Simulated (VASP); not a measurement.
**BN: single point with LDA**

The system is BN.

```
N B
1.0
     2.58755    0.00000    0.00000
    -1.29377    2.24088    0.00000
     0.00000    0.00000    4.28248
N B
2 2
Direct
  0.33333 0.66667 0.12528
  0.66667 0.33333 0.62528
  0.33333 0.66667 0.49972
  0.66667 0.33333 0.99972
```

This cell differs from its parent crystal: volume scaled by 1.04.

```
Program                : VASP 6.6.1
Task                   : single point
Functional             : LDA
Potentials or basis    : VASP PAW LDA potentials, release 64 (N, B)
Cutoff                 : 520 eV
k mesh                 : 12 × 12 × 6
Occupations            : fermi-dirac, width 0.05 eV
Spin                   : no spin polarisation
Dipole correction      : no
Further INCAR settings : ALGO = Normal; EDIFF = 1e-06; NBANDS = 16
```

The pressure is -25.8 GPa, the largest force is 0.049 eV/Å and the band gap on the k mesh is 5.02 eV, indirect (least direct gap 7.91 eV).

Forces in eV/Å, atoms in the order of the input:
```
N    0.000  0.000 -0.049
N    0.000  0.000 -0.049
B    0.000  0.000  0.049
B    0.000  0.000  0.049
```

Stress tensor (GPa, compression positive):
```
-25.65   0.00   0.00
  0.00 -25.65   0.00
  0.00   0.00 -26.24
```

Levels at points of the mesh, in eV from the valence-band top:
```tsv
k point	band 5	band 6	band 7	band 8	band 9	band 10	band 11	band 12
(0.00, 0.00, 0.00)	-2.02	-0.27	0.00	0.00	8.04	8.04	8.19	9.01
(0.50, 0.00, 0.00)	-6.63	-4.76	-4.22	-2.02	6.43	7.65	10.20	10.94
(0.00, 0.00, 0.50)	-1.12	-1.12	-1.12	-1.12	9.01	9.01	9.53	9.53
(0.50, 0.00, 0.50)	-3.60	-3.60	-3.42	-3.42	6.30	6.30	9.63	9.63
```

It took 31 s on 1 thread of Intel Xeon 8259CL, with other jobs on the host, peak memory 0.14 GiB.

 A k mesh can miss the band edges.
